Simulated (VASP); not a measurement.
Runs of VASP 6.6.1 on Hf3Si2F. The structure is that of space group P6/mmm (No. 191), or close to it. The cells are those of the table. 

```csv
task,cell,k mesh,cutoff (eV),gap on the mesh (eV),pressure (GPa),relaxed volume (Å³/atom)
relaxation of cell and atoms,"relaxed from a = 6.538, b = 6.538, c = 3.719 Å, angles 90.0, 90.0, 120.0°, 6 atoms",6 × 6 × 10,600,none,0.0,22.89
single point,"a = 6.538, b = 6.538, c = 3.719 Å, angles 90.0, 90.0, 120.0°, 6 atoms",3 × 3 × 6,520,none,-0.2,-
relaxation of cell and atoms,"relaxed from a = 5.758, b = 5.758, c = 3.299 Å, angles 90.0, 90.0, 120.0°, 6 atoms",3 × 3 × 6,600,none,0.2,(a)
single point,"a = 5.758, b = 5.758, c = 3.299 Å, angles 90.0, 90.0, 120.0°, 6 atoms",3 × 3 × 6,520,none,64.1,-
single point,"a = 6.548, b = 6.548, c = 3.710 Å, angles 90.0, 90.0, 120.0°, 6 atoms",6 × 6 × 10,520,none,-0.2,-
```

Alike in all rows: level PBE; potentials or basis VASP PAW PBE potentials, release 64 (Hf_pv, Si, F); no spin polarisation; smearing gaussian 0.1 eV.

Question: Estimate the missing entries.

Answer: (a) 22.80.

Caveats: some runs use coarse meshes; spin-orbit coupling is left out, which moves the levels of the heavy elements; an odd number of electrons without spin polarisation forces a metal; a magnetic or distorted state may lie lower; the volume moved by over 15 % at a fixed basis, so the end points are rough (some runs).

A k mesh can miss the band edges, and the runs leave out spin-orbit coupling on Hf.

A gap of «none» marks levels without a gap at the run's occupations.
